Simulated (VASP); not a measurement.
# Rh in VASP: notebook, part 2 of 2

VASP 6.6.1. Earlier steps stand in the parts before.

## Step 4: Single point, r2SCAN

This run uses another cell than the first one: it holds 1 atom, not 4.

POSCAR

```
Rh
1.0
   -1.3446813274      1.3446813274      1.9026969381
    1.3446813274     -1.3446813274      1.9026969381
    1.3446813274      1.3446813274     -1.9026969381
Rh
1
Direct
    0.0000000000      0.0000000000      0.0000000000
```

INCAR.step1

```
SYSTEM = Rh
PREC = Accurate
ENCUT = 580
ISMEAR = 0
SIGMA = 0.1
LREAL = .FALSE.
LASPH = .TRUE.
NELM = 120
NBANDS = 14
GGA = PE
ALGO = Normal
EDIFF = 1E-5
LWAVE = .TRUE.
LCHARG = .FALSE.
GGA_COMPAT = .FALSE.
```

INCAR.step2

```
SYSTEM = Rh
PREC = Accurate
ENCUT = 580
EDIFF = 1E-6
ISMEAR = 0
SIGMA = 0.1
LREAL = .FALSE.
LASPH = .TRUE.
NELM = 120
ALGO = Normal
ISIF = 2
LWAVE = .FALSE.
LCHARG = .FALSE.
METAGGA = R2SCAN
LMIXTAU = .TRUE.
NBANDS = 14
ISTART = 1
GGA_COMPAT = .FALSE.
```

KPOINTS

```
regular mesh
0
G
  8 8 8
  0 0 0
```

Potentials or basis: VASP PAW PBE potentials, release 64 (Rh_sv_GW).

Launch:

```sh
> cat potpaw_PBE.64/Rh_sv_GW/POTCAR > POTCAR
> cp INCAR.step1 INCAR
> mpirun -np 1 vasp_std > vasp.out
> cp INCAR.step2 INCAR
> mpirun -np 1 vasp_std > vasp.out
```

OUTCAR:

```text
SYSTEM = Rh
   PREC = Accurate
   ENCUT = 580
   EDIFF = 1E-6
   ISMEAR = 0
   LREAL = .FALSE.
   LASPH = .TRUE.
   NELM = 120
   ISIF = 2
   METAGGA = R2SCAN
   ISTART = 1

 ion  position               nearest neighbor table
   1  0.000  0.000  0.000-

  LATTYP: Found a body centered tetragonal cell.
 ALAT       =     2.6893626548
 C/A-ratio  =     1.4149798167

  Lattice vectors:

 A1 = (  -1.3446813274,   1.3446813274,   1.9026969381)
 A2 = (   1.3446813274,  -1.3446813274,   1.9026969381)
 A3 = (   1.3446813274,   1.3446813274,  -1.9026969381)

Analysis of symmetry for initial positions (statically):
=====================================================================
 Subroutine PRICEL returns:
 Original cell was already a primitive cell.

 Routine SETGRP: Setting up the symmetry group for a
 body centered tetragonal supercell.

 Subroutine GETGRP returns: Found 16 space group operations
 (whereof 16 operations were pure point group operations)
 out of a pool of 16 trial point group operations.

The static configuration has the point symmetry D_4h.

Analysis of symmetry for dynamics (positions and initial velocities):
=====================================================================
 Subroutine PRICEL returns:
 Original cell was already a primitive cell.

 Routine SETGRP: Setting up the symmetry group for a
 body centered tetragonal supercell.

 Subroutine GETGRP returns: Found 16 space group operations
 (whereof 16 operations were pure point group operations)
 out of a pool of 16 trial point group operations.

The dynamic configuration has the point symmetry D_4h.

 Subroutine INISYM returns: Found 16 space group operations
 (whereof 16 operations are pure point group operations),
 and found     1 'primitive' translations

----------------------------------------------------------------------------------------

                                     Primitive cell

  volume of cell :      13.7616

  direct lattice vectors                    reciprocal lattice vectors
    -1.344681327  1.344681327  1.902696938     0.000000000  0.371835311  0.262784887
     1.344681327 -1.344681327  1.902696938     0.371835311  0.000000000  0.262784887
     1.344681327  1.344681327 -1.902696938     0.371835311  0.371835311  0.000000000

  length of vectors
     2.690091334  2.690091334  2.690091334     0.455321200  0.455321200  0.525854540

  position of ions in fractional coordinates (direct lattice)
     0.000000000  0.000000000  0.000000000

  ion indices of the primitive-cell ions
   primitive index   ion index
                 1           1

----------------------------------------------------------------------------------------

 KPOINTS: regular mesh

Automatic generation of k-mesh.
 Grid dimensions read from file:
 generate k-points for:    8    8    8

 Generating k-lattice:

  Cartesian coordinates                     Fractional coordinates (reciprocal lattice)
     0.000000000  0.046479414  0.032848111     0.125000000  0.000000000  0.000000000
     0.046479414  0.000000000  0.032848111     0.000000000  0.125000000  0.000000000
     0.046479414  0.046479414  0.000000000     0.000000000  0.000000000  0.125000000

  Length of vectors
     0.056915150  0.056915150  0.065731818

  Shift w.r.t. Gamma in fractional coordinates (k-lattice)
     0.000000000  0.000000000  0.000000000

 Subroutine IBZKPT returns following result:
 ===========================================

 Found     59 irreducible k-points:

 Following reciprocal coordinates:
            Coordinates               Weight
  0.000000  0.000000  0.000000      1.000000
  0.125000 -0.000000  0.000000      8.000000
  0.250000 -0.000000  0.000000      8.000000
  0.375000 -0.000000  0.000000      8.000000
  0.500000 -0.000000  0.000000      4.000000
  0.125000  0.125000  0.000000      8.000000
[... 16 lines left out ...]
  0.250000  0.125000  0.125000     16.000000
  0.375000  0.125000  0.125000      8.000000
 [... further k-points ...]
   k-points           NKPTS =     59   k-points in BZ     NKDIM =     59   number of bands    NBANDS=     14
   number of dos      NEDOS =    301   number of ions     NIONS =      1
   total plane-waves  NPLWV =  13824
   dimension x,y,z NGX =    24 NGY =   24 NGZ =   24
   dimension x,y,z NGXF=    48 NGYF=   48 NGZF=   48
   ions per type =               1
   NGX,Y,Z   is equivalent  to a cutoff of  14.83, 14.83, 14.83 a.u.
   NGXF,Y,Z  is equivalent  to a cutoff of  29.66, 29.66, 29.66 a.u.
 SYSTEM =  Rh
   PREC   = accura    normal or accurate (medium, high low for compatibility)
   ISTART =      1    job   : 0-new  1-cont  2-samecut
   ICHARG =      0    charge: 1-file 2-atom 10-const
   ISPIN  =      1    spin polarized calculation?
   LNONCOLLINEAR =      F non collinear calculations
   LSORBIT =      F    spin-orbit coupling
   LASPH  =      T    aspherical Exc in radial PAW
   ENCUT  =  580.0 eV  42.63 Ry    6.53 a.u.   5.28  5.28  5.28*2*pi/ulx,y,z
   NELM   =    120;   NELMIN=  2; NELMDL=  0     # of ELM steps
   EDIFF  = 0.1E-05   stopping-criterion for ELM
   LREAL  =      F    real-space projection
   EDIFFG = 0.1E-04   stopping-criterion for IOM
   NSW    =      0    number of steps for IOM
   IBRION =     -1    ionic relax: 0-MD 1-quasi-New 2-CG
   NFREE  =      0    steps in history (QN), initial steepest desc. (CG)
   ISIF   =      2    stress and relaxation
   ISYM   =      2    0-nonsym 1-usesym 2-fastsym
   POTIM  = 0.5000    time-step for ionic-motion
   TEBEG  =    0.0;   TEEND  =   0.0 temperature during run
   PSTRESS=    0.0 pullay stress
   NELECT =      17.0000    total number of electrons
   NUPDOWN=      -1.0000    fix difference up-down
   EMIN   =  10.00;   EMAX   =-10.00  energy-range for DOS
   EFERMI =   0.00;   METHOD = LEGACY
   ISMEAR =     0;   SIGMA  =   0.10  broadening in eV -4-tet -1-fermi 0-gaus
   EFERMI_NEDOS =   21; number of points for ismear=-14 and -15
   IALGO  =     38    algorithm
   IMIX   =      4    mixing-type and parameters
     AMIX     =   0.40;   BMIX     =  1.00
     AMIX_MAG =   1.60;   BMIX_MAG =  1.00
  volume/ion in A,a.u.               =      13.76        92.87
  Fermi-wavevector in a.u.,A,eV,Ry     =   1.756582  3.319458 41.981854  3.085579
  Thomas-Fermi vector in A             =   2.826104
   LORBIT       =      0    0 simple, 1 ext, 2 COOP (PROOUT), +10 PAW based schemes
   METAGGA = R2SCAN    functional components
   LHFCALC =     F    Hartree Fock is set to
   AEXX    =    0.0000 exact exchange contribution
   IVDW    =     0    specifies the selected vdW correction
   LEPSILON=     F    determine dielectric tensor
   LRPA    =     F    only Hartree local field effects (RPA)
 non-spin polarized calculation
 Gauss-broadening in eV      SIGMA  =   0.10
  energy-cutoff  :      580.00
  volume of cell :       13.76
 maximum number of plane-waves:       445
 NGX is ok and might be reduce to    24

 number of electron      17.0000000 magnetization

 Free energy of the ion-electron system (eV)
  ---------------------------------------------------
  ext. energy  EPLUGINS =         0.00000000
  ---------------------------------------------------
  free energy    TOTEN  =       -23.25767649 eV

  energy without entropy =      -23.24994542  energy(sigma->0) =      -23.25381096

 E-fermi :  10.7128     XC(G=0): -15.2544

 val. band max:       10.6939068247   @ k =  -0.2500   0.3750   0.2500
 cond. band min:      10.7644180370   @ k =   0.3750  -0.0000   0.0000
 fundamental gap:      0.0705112123
 Fermi energy:        10.7127833757

 k-point     1 :       0.0000    0.0000    0.0000
  band No.  band energies     occupation
      1     -70.4585      2.00000
      2     -37.0918      2.00000
      3     -37.0915      2.00000
      4     -37.0915      2.00000
      5       2.5364      2.00000
      6       7.5303      2.00000
      7       7.5363      2.00000
      8       7.5363      2.00000
      9       9.6173      2.00000
     10       9.6245      2.00000
     11      27.1259      0.00000
     12      32.7703      0.00000
     13      32.7873      0.00000
     14      32.7873      0.00000
[... 375 lines left out ...]
 k-point    24 :       0.3750    0.1250    0.1250
  band No.  band energies     occupation
      1     -70.3158      2.00000
      2     -37.7661      2.00000
      3     -37.4042      2.00000
      4     -37.2653      2.00000
      5       5.5341      2.00000
      6       6.3986      2.00000
      7       7.9723      2.00000
      8       8.5964      2.00000
      9      11.0931      0.00000
     10      16.4074      0.00000
     11      19.5736      0.00000
     12      27.4033      0.00000
     13      28.2360      0.00000
     14      32.5940      0.00000

 [... further k-points ...]
[... 5 lines left out ...]
  --------------------------------------------------------------------------------------
  -------------------------------------------------------------------------------------
  Total       -0.1470541     -0.1470541     -0.1576420      0.0000000      0.0000000      0.0000000
  in kB      -17.1206167    -17.1206167    -18.3532976      0.0000000      0.0000000      0.0000000
  external PRESSURE =     -17.5315103 kB  Pullay stress =       0.0000000 kB

 VOLUME and BASIS-vectors are now :
 -----------------------------------------------------------------------------
  energy-cutoff  :      580.00
  volume of cell :       13.76
      direct lattice vectors                 reciprocal lattice vectors
    -1.344681327  1.344681327  1.902696938     0.000000000  0.371835311  0.262784887
     1.344681327 -1.344681327  1.902696938     0.371835311  0.000000000  0.262784887
     1.344681327  1.344681327 -1.902696938     0.371835311  0.371835311  0.000000000

 POSITION                                       TOTAL-FORCE (eV/Angst)
 -----------------------------------------------------------------------------------
      0.00000      0.00000      0.00000        -0.000000      0.000000      0.000000
 -----------------------------------------------------------------------------------
    total drift:                                0.000000      0.000000     -0.000000

  FREE ENERGIE OF THE ION-ELECTRON SYSTEM (eV)
  ---------------------------------------------------
  free  energy   TOTEN  =       -23.2576764946 eV

  energy  without entropy=      -23.2499454155  energy(sigma->0) =      -23.25381096
```

Wall time 23 s (1 thread of Intel Xeon 6975P-C (Granite Rapids), shared host); peak memory 0.16 GiB.

What came out:

```
Free energy : -23.2577 eV
Pressure    : -1.8 GPa
```

Stress tensor (GPa, compression positive):
```
-1.71  0.00  0.00
 0.00 -1.71  0.00
 0.00  0.00 -1.84
```

Caveat: the k points lie up to 0.41 Å⁻¹ apart; the PAW data sets were made with another functional, which shifts forces and pressure a little.

## Step 5: Single point, r2SCAN

POSCAR

```
Rh
1.0
    1.9142537028     -1.9131985856      0.0000000000
    1.9142537028      1.9131985856      0.0000000000
    0.0000000000      0.0000000000      7.4969081392
Rh
4
Direct
    0.7499977283      0.2500022717      0.1249769500
    0.7500022717      0.2499977283      0.6249769500
    0.2500022717      0.7499977283      0.8750230500
    0.2499977283      0.7500022717      0.3750230500
```

INCAR.step1

```
ALGO = Normal
EDIFF = 1E-5
ENCUT = 580
GGA = PE
GGA_COMPAT = False
ISMEAR = 0
LASPH = True
LCHARG = False
LREAL = False
LWAVE = True
NBANDS = 42
NELM = 120
PREC = Accurate
SIGMA = 0.1
```

INCAR.step2

```
ALGO = Normal
EDIFF = 1E-6
ENCUT = 580
GGA_COMPAT = False
ISIF = 2
ISMEAR = 0
ISTART = 1
LASPH = True
LCHARG = False
LMIXTAU = True
LREAL = False
LWAVE = False
METAGGA = R2SCAN
NBANDS = 42
NELM = 120
PREC = Accurate
SIGMA = 0.1
```

KPOINTS

```
k-points
0
Gamma
  6 6 4
```

Launch:

```sh
> cat potpaw_PBE.64/Rh_sv_GW/POTCAR > POTCAR
> cp INCAR.step1 INCAR
> mpirun -np 1 vasp_std > vasp.out
> cp INCAR.step2 INCAR
> mpirun -np 1 vasp_std > vasp.out
```

It took 3.1 min on 1 thread of Intel Xeon 6975P-C (Granite Rapids), shared host; peak memory 0.24 GiB.

The run converged. Its results:

| Item | Value |
| --- | --- |
| Free energy | -93.0621 eV |
| Pressure | -1.6 GPa |
| Band gap on the k mesh | zero (band 34 reaches 11.66 eV, above the bottom of band 35 at 9.71 eV) |

Forces in eV/Å, atoms in the order of the input:
```
Rh   0.000  0.000  0.003
Rh   0.000  0.000  0.003
Rh   0.000  0.000 -0.003
Rh   0.000  0.000 -0.003
```

Stress tensor (GPa, compression positive):
```
-1.74  0.00  0.00
 0.00 -1.59  0.00
 0.00  0.00 -1.35
```

Levels at points of the mesh, in eV from the Fermi level:
```
           k point  band 31  band 32  band 33  band 34  band 35  band 36  band 37  band 38
(0.00, 0.00, 0.00)    -1.48    -1.48    -1.11    -0.88    -0.31    -0.31     0.60     1.13
(0.50, 0.00, 0.00)    -1.10    -1.10     0.60     0.60     0.73     0.73     0.99     0.99
(0.50, 0.50, 0.00)     1.03     1.03     1.04     1.04     1.21     1.21     3.41     3.43
(0.00, 0.00, 0.50)    -0.89    -0.89     0.19     0.19     0.20     0.20     0.32     0.32
(0.50, 0.00, 0.50)    -1.77    -1.77     0.04     0.04     0.04     0.04     2.71     2.71
(0.50, 0.50, 0.50)    -0.18    -0.18     1.03     1.03     1.03     1.03     6.40     6.40
```

Caveat: the k points lie up to 0.39 Å⁻¹ apart; the PAW data sets were made with another functional, which shifts forces and pressure a little.

## Step 6: Overview

| potentials or basis | cell | k mesh | cutoff (eV) | second run | gap on the mesh (eV) | pressure (GPa) |
| --- | --- | --- | --- | --- | --- | --- |
| VASP PAW PBE potentials, release 64 (Rh_pv) | a = 2.706, b = 2.706, c = 7.497 Å, 4 atoms | 6 × 6 × 4 | 520 | - | none | 1.3 |
| VASP PAW PBE potentials, release 64 (Rh_pv) | a = 2.687 Å, angles 120.0, 120.0, 90.0°, 1 atom | 28 × 28 × 28 | 520 | - | none | 1.2 |
| VASP PAW PBE potentials, release 64 (Rh_sv_GW) | a = 2.690 Å, angles 120.0, 120.0, 90.0°, 1 atom | 8 × 8 × 8 | 580 | valence_matched | none | -1.8 |
| VASP PAW PBE potentials, release 64 (Rh_sv_GW) | a = 2.706, b = 2.706, c = 7.497 Å, 4 atoms | 6 × 6 × 4 | 580 | valence_matched | none | -1.6 |

Alike in all rows: task single point; level r2SCAN; no spin polarisation; smearing gaussian 0.1 eV.

Caveats: some runs use coarse meshes; the PAW data sets were made with another functional, which shifts forces and pressure a little.

Total energies depend on the potentials used, so only differences within one code and one set of settings carry meaning.
